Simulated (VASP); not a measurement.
# TaN (P3m1) in VASP: single point with PBEsol

Aim: the single point of TaN with PBEsol.

Everything below comes from runs of VASP 6.6.1. Logs are shortened: lines on timing, memory, paths and dates and some standing lists are left out, and cuts for length are marked.

## (1) The cell of the first run

It takes space group P3m1 (No. 156, trigonal). Conventional cell: a = 2.924 Å, b = 2.924 Å, c = 2.871 Å, α = 90.00°, β = 90.00°, γ = 120.00°. Ta (site symmetry 3m) has 3 N at 1.88 Å within 2.5 Å. N (site symmetry 3m) has 3 Ta at 1.88 Å within 2.5 Å.

## (2) Single point, PBEsol (atom 2 (N) moved by (+0.000, -0.600) A along [1 1 0] and z)

INCAR

```
SYSTEM = TaN
ALGO     = Normal         ! electronic algorithm
EDIFF    = 1E-7           ! SCF threshold, eV
ENCUT    = 520            ! plane-wave cutoff, eV
GGA      = PS             ! functional
ISIF     = 2              ! what is computed and relaxed
ISMEAR   = 0              ! smearing method
LASPH    = .True.         ! aspherical terms in the spheres
LCHARG   = .True.         ! write CHGCAR
LELF     = .True.         ! ELF
LREAL    = .False.        ! projectors in reciprocal space
LVHAR    = .True.       
LWAVE    = .False.        ! write WAVECAR
NBANDS   = 15             ! bands
NELM     = 100            ! most SCF steps
PREC     = Accurate       ! precision mode
SIGMA    = 0.15           ! smearing width, eV
```

KPOINTS

```
k-points
0
Gamma
  24 24 20
  0 0 0
```

POSCAR

```
TaN
1.0
    2.9239890448      0.0000000000      0.0000000000
   -1.4619945224      2.5322487931      0.0000000000
    0.0000000000      0.0000000000      2.8707276426
Ta N
1 1
Direct
    0.3333333333      0.6666666667      0.5000000000
    0.0000000000      0.0000000000     -0.2090062433
```

Potentials or basis: VASP PAW PBE potentials, release 64 (Ta_pv, N).

Started as:

```console
$ cat potpaw_PBE.64/Ta_pv/POTCAR potpaw_PBE.64/N/POTCAR > POTCAR
$ mpirun -np 1 vasp_std > vasp.out
```

OUTCAR:

```text
SYSTEM = TaN
   EDIFF = 1E-7
   ENCUT = 520
   GGA = PS
   ISIF = 2
   ISMEAR = 0
   LASPH = .True.
   LREAL = .False.
   NELM = 100
   PREC = Accurate

 ion  position               nearest neighbor table
   1  0.333  0.667  0.500-   2 1.88   2 1.88   2 1.88   2 2.64   2 2.64   2 2.64
   2  0.000  0.000  0.791-   1 1.88   1 1.88   1 1.88   1 2.64   1 2.64   1 2.64

  LATTYP: Found a hexagonal cell.
 ALAT       =     2.9239890448
 C/A-ratio  =     0.9817846779

  Lattice vectors:

 A1 = (   2.9239890448,   0.0000000000,   0.0000000000)
 A2 = (  -1.4619945224,   2.5322487931,   0.0000000000)
 A3 = (   0.0000000000,   0.0000000000,   2.8707276426)

Analysis of symmetry for initial positions (statically):
=====================================================================
 Subroutine PRICEL returns:
 Original cell was already a primitive cell.

 Routine SETGRP: Setting up the symmetry group for a
 hexagonal supercell.

 Subroutine GETGRP returns: Found  6 space group operations
 (whereof  6 operations were pure point group operations)
 out of a pool of 24 trial point group operations.

The static configuration has the point symmetry C_3v.

Analysis of symmetry for dynamics (positions and initial velocities):
=====================================================================
 Subroutine PRICEL returns:
 Original cell was already a primitive cell.

 Routine SETGRP: Setting up the symmetry group for a
 hexagonal supercell.

 Subroutine GETGRP returns: Found  6 space group operations
 (whereof  6 operations were pure point group operations)
 out of a pool of 24 trial point group operations.

The dynamic configuration has the point symmetry C_3v.

 Subroutine INISYM returns: Found  6 space group operations
 (whereof  6 operations are pure point group operations),
 and found     1 'primitive' translations

----------------------------------------------------------------------------------------

                                     Primitive cell

  volume of cell :      21.2556

  direct lattice vectors                    reciprocal lattice vectors
     2.923989045  0.000000000  0.000000000     0.341998545  0.197452952  0.000000000
    -1.461994522  2.532248793  0.000000000     0.000000000  0.394905904  0.000000000
     0.000000000  0.000000000  2.870727643     0.000000000  0.000000000  0.348343739

  length of vectors
     2.923989045  2.923989045  2.870727643     0.394905904  0.394905904  0.348343739

  position of ions in fractional coordinates (direct lattice)
     0.333333333  0.666666667  0.500000000
     0.000000000  0.000000000  0.790993757

  ion indices of the primitive-cell ions
   primitive index   ion index
                 1           1
                 2           2

----------------------------------------------------------------------------------------

 KPOINTS: k-points

Automatic generation of k-mesh.
 Grid dimensions read from file:
 generate k-points for:   24   24   20

 Generating k-lattice:

  Cartesian coordinates                     Fractional coordinates (reciprocal lattice)
     0.014249939  0.008227206  0.000000000     0.041666667 -0.000000000  0.000000000
     0.000000000  0.016454413  0.000000000     0.000000000  0.041666667  0.000000000
     0.000000000  0.000000000  0.017417187     0.000000000  0.000000000  0.050000000

  Length of vectors
     0.016454413  0.016454413  0.017417187

  Shift w.r.t. Gamma in fractional coordinates (k-lattice)
     0.000000000  0.000000000  0.000000000

 Subroutine IBZKPT returns following result:
 ===========================================

 Found   1103 irreducible k-points:

 Following reciprocal coordinates:
            Coordinates               Weight
  0.000000  0.000000  0.000000      1.000000
  0.041667 -0.000000  0.000000      6.000000
  0.083333  0.000000  0.000000      6.000000
  0.125000 -0.000000  0.000000      6.000000
  0.166667 -0.000000  0.000000      6.000000
  0.208333 -0.000000  0.000000      6.000000
[... 16 lines left out ...]
  0.416667  0.041667  0.000000     12.000000
  0.458333  0.041667  0.000000     12.000000
 [... further k-points ...]
   k-points           NKPTS =   1103   k-points in BZ     NKDIM =   1103   number of bands    NBANDS=     15
   number of dos      NEDOS =    301   number of ions     NIONS =      2
   total plane-waves  NPLWV =  13824
   dimension x,y,z NGX =    24 NGY =   24 NGZ =   24
   dimension x,y,z NGXF=    48 NGYF=   48 NGZF=   48
   ions per type =               1   1
   NGX,Y,Z   is equivalent  to a cutoff of  13.65, 13.65, 13.90 a.u.
   NGXF,Y,Z  is equivalent  to a cutoff of  27.29, 27.29, 27.80 a.u.
 SYSTEM =  TaN
   PREC   = accura    normal or accurate (medium, high low for compatibility)
   ISTART =      0    job   : 0-new  1-cont  2-samecut
   ICHARG =      2    charge: 1-file 2-atom 10-const
   ISPIN  =      1    spin polarized calculation?
   LNONCOLLINEAR =      F non collinear calculations
   LSORBIT =      F    spin-orbit coupling
   LASPH  =      T    aspherical Exc in radial PAW
   ENCUT  =  520.0 eV  38.22 Ry    6.18 a.u.   5.44  5.44  5.34*2*pi/ulx,y,z
   NELM   =    100;   NELMIN=  2; NELMDL= -5     # of ELM steps
   EDIFF  = 0.1E-06   stopping-criterion for ELM
   LREAL  =      F    real-space projection
   EDIFFG = 0.1E-05   stopping-criterion for IOM
   NSW    =      0    number of steps for IOM
   IBRION =     -1    ionic relax: 0-MD 1-quasi-New 2-CG
   NFREE  =      0    steps in history (QN), initial steepest desc. (CG)
   ISIF   =      2    stress and relaxation
   ISYM   =      2    0-nonsym 1-usesym 2-fastsym
   POTIM  = 0.5000    time-step for ionic-motion
   TEBEG  =    0.0;   TEEND  =   0.0 temperature during run
   PSTRESS=    0.0 pullay stress
   NELECT =      16.0000    total number of electrons
   NUPDOWN=      -1.0000    fix difference up-down
   EMIN   =  10.00;   EMAX   =-10.00  energy-range for DOS
   EFERMI =   0.00;   METHOD = LEGACY
   ISMEAR =     0;   SIGMA  =   0.15  broadening in eV -4-tet -1-fermi 0-gaus
   EFERMI_NEDOS =   21; number of points for ismear=-14 and -15
   IALGO  =     38    algorithm
   IMIX   =      4    mixing-type and parameters
     AMIX     =   0.40;   BMIX     =  1.00
     AMIX_MAG =   1.60;   BMIX_MAG =  1.00
  volume/ion in A,a.u.               =      10.63        71.72
  Fermi-wavevector in a.u.,A,eV,Ry     =   1.489213  2.814204 30.174390  2.217755
  Thomas-Fermi vector in A             =   2.602150
   LORBIT       =      0    0 simple, 1 ext, 2 COOP (PROOUT), +10 PAW based schemes
   GGA     = PS    functional components
   LHFCALC =     F    Hartree Fock is set to
   AEXX    =    0.0000 exact exchange contribution
   IVDW    =     0    specifies the selected vdW correction
   LEPSILON=     F    determine dielectric tensor
   LRPA    =     F    only Hartree local field effects (RPA)
 non-spin polarized calculation
 Gauss-broadening in eV      SIGMA  =   0.15
  energy-cutoff  :      520.00
  volume of cell :       21.26
 maximum number of plane-waves:       599
 NGX is ok and might be reduce to    24
   NGX = 11   NGY = 11   NGZ = 11

 number of electron      16.0000000 magnetization

 Free energy of the ion-electron system (eV)
  ---------------------------------------------------
  ext. energy  EPLUGINS =         0.00000000
  ---------------------------------------------------
  free energy    TOTEN  =       -20.98888269 eV

  energy without entropy =      -20.98230665  energy(sigma->0) =      -20.98559467

 E-fermi :   8.5572     XC(G=0): -13.4035

 val. band max:        8.5570781995   @ k =   0.0833   0.0417   0.3500
 cond. band min:       8.5585997193   @ k =  -0.0833   0.4583   0.0500
 fundamental gap:      0.0015215198
 Fermi energy:         8.5571643709

 k-point     1 :       0.0000    0.0000    0.0000
  band No.  band energies     occupation
      1     -26.1513      2.00000
      2     -26.0173      2.00000
      3     -26.0173      2.00000
      4      -9.6841      2.00000
      5       0.8481      2.00000
      6       1.5729      2.00000
      7       1.5729      2.00000
      8       9.0800      0.00000
      9      11.1487      0.00000
     10      11.3100      0.00000
     11      11.3100      0.00000
     12      16.0116      0.00000
     13      16.0116      0.00000
     14      17.9088      0.00000
     15      22.2407      0.00000

 k-point     2 :       0.0417   -0.0000    0.0000
  band No.  band energies     occupation
      1     -26.1534      2.00000
      2     -26.0381      2.00000
      3     -26.0225      2.00000
      4      -9.6414      2.00000
      5       0.8354      2.00000
      6       1.5646      2.00000
      7       1.6094      2.00000
      8       9.1676      0.00000
      9      11.0015      0.00000
     10      11.2434      0.00000
     11      11.2928      0.00000
     12      16.0195      0.00000
     13      16.0609      0.00000
     14      18.1070      0.00000
     15      22.2404      0.00000

 k-point     3 :       0.0833    0.0000    0.0000
  band No.  band energies     occupation
      1     -26.1767      2.00000
      2     -26.0817      2.00000
      3     -26.0379      2.00000
      4      -9.5177      2.00000
      5       0.7660      2.00000
      6       1.5868      2.00000
      7       1.7166      2.00000
      8       9.3772      0.00000
      9      10.6253      0.00000
     10      11.0784      0.00000
     11      11.2478      0.00000
     12      16.0355      0.00000
     13      16.1867      0.00000
     14      18.6550      0.00000
     15      22.2394      0.00000

 k-point     4 :       0.1250   -0.0000    0.0000
  band No.  band energies     occupation
      1     -26.2680      2.00000
      2     -26.0945      2.00000
      3     -26.0623      2.00000
      4      -9.3250      2.00000
      5       0.6059      2.00000
      6       1.7104      2.00000
      7       1.8872      2.00000
      8       9.5068      0.00000
      9      10.1482      0.00000
     10      10.9765      0.00000
     11      11.1923      0.00000
     12      16.0406      0.00000
     13      16.3549      0.00000
     14      19.4388      0.00000
     15      22.2377      0.00000
[... 307 lines left out ...]
 k-point    22 :       0.3750    0.0417    0.0000
  band No.  band energies     occupation
      1     -27.2544      2.00000
      2     -26.3012      2.00000
      3     -25.9805      2.00000
      4      -7.7974      2.00000
      5       0.0427      2.00000
      6       3.0795      2.00000
      7       3.4446      2.00000
      8       6.9955      2.00000
      9       8.5608      0.97229
     10      11.4587      0.00000
     11      12.1352      0.00000
     12      14.8567      0.00000
     13      18.2242      0.00000
     14      21.0901      0.00000
     15      22.2454      0.00000

 k-point    23 :       0.4167    0.0417    0.0000
  band No.  band energies     occupation
      1     -27.3326      2.00000
      2     -26.3210      2.00000
      3     -25.9697      2.00000
      4      -7.7002      2.00000
      5       0.1534      2.00000
      6       3.0022      2.00000
      7       3.5564      2.00000
      8       6.8308      2.00000
      9       8.8969      0.00136
     10      11.0932      0.00000
     11      12.4297      0.00000
     12      14.5220      0.00000
     13      18.3084      0.00000
     14      21.2934      0.00000
     15      22.2423      0.00000

 k-point    24 :       0.4583    0.0417    0.0000
  band No.  band energies     occupation
      1     -27.3727      2.00000
      2     -26.3312      2.00000
      3     -25.9641      2.00000
      4      -7.6525      2.00000
      5       0.2309      2.00000
      6       2.9288      2.00000
      7       3.6124      2.00000
      8       6.7480      2.00000
      9       9.2339      0.00000
     10      10.7367      0.00000
     11      12.6744      0.00000
     12      14.2759      0.00000
     13      18.3259      0.00000
     14      21.4424      0.00000
     15      22.2395      0.00000

 [... further k-points ...]
[... 5 lines left out ...]
  --------------------------------------------------------------------------------------
  -------------------------------------------------------------------------------------
  Total       11.4940061     11.4940061      6.4846023      0.0000000     -0.0000000      0.0000000
  in kB      866.3789691    866.3789691    488.7871964      0.0000000     -0.0000000      0.0000000
  external PRESSURE =     740.5150449 kB  Pullay stress =       0.0000000 kB

 VOLUME and BASIS-vectors are now :
 -----------------------------------------------------------------------------
  energy-cutoff  :      520.00
  volume of cell :       21.26
      direct lattice vectors                 reciprocal lattice vectors
     2.923989045  0.000000000  0.000000000     0.341998545  0.197452952  0.000000000
    -1.461994522  2.532248793  0.000000000     0.000000000  0.394905904  0.000000000
     0.000000000  0.000000000  2.870727643     0.000000000  0.000000000  0.348343739

 POSITION                                       TOTAL-FORCE (eV/Angst)
 -----------------------------------------------------------------------------------
     -0.00000      1.68817      1.43536         0.000000      0.000000     -7.894326
      0.00000      0.00000      2.27073        -0.000000     -0.000000      7.894326
 -----------------------------------------------------------------------------------
    total drift:                               -0.000000      0.000000     -0.000056

  FREE ENERGIE OF THE ION-ELECTRON SYSTEM (eV)
  ---------------------------------------------------
  free  energy   TOTEN  =       -20.9888826854 eV

  energy  without entropy=      -20.9823066515  energy(sigma->0) =      -20.98559467
```

It took 3.3 min on 1 thread of Intel Xeon 6975P-C, shared host; peak memory 0.45 GiB.

What came out:

- Free energy: -20.9889 eV
- Pressure: 74.1 GPa
- Largest force: 7.894 eV/Å
- Band gap on the k mesh: zero (band 8 reaches 9.78 eV, above the bottom of band 9 at 7.52 eV)

Forces on the atoms (eV/Å):
```
Ta   0.000  0.000 -7.894
N    0.000  0.000  7.894
```

Levels at points of the mesh, in eV from the Fermi level:
```csv
k point,band 5,band 6,band 7,band 8,band 9,band 10,band 11,band 12
"(0.00, 0.00, 0.00)",-7.71,-6.98,-6.98,0.52,2.59,2.75,2.75,7.45
"(0.50, 0.00, 0.00)",-8.35,-5.64,-4.94,-1.83,0.84,2.26,4.18,5.49
"(0.00, 0.00, 0.50)",-9.32,-6.59,-6.59,0.30,0.30,4.08,5.61,5.61
"(0.50, 0.00, 0.50)",-9.11,-6.39,-5.46,-0.54,3.72,3.79,5.99,7.27
```

Caveat: the cell differs from its parent crystal (atom 2 (N) moved by (+0.000, -0.600) A along [1 1 0] and z); the PAW data sets were made with another functional, which shifts forces and pressure a little; spin-orbit coupling is left out, which moves the levels of the heavy elements.
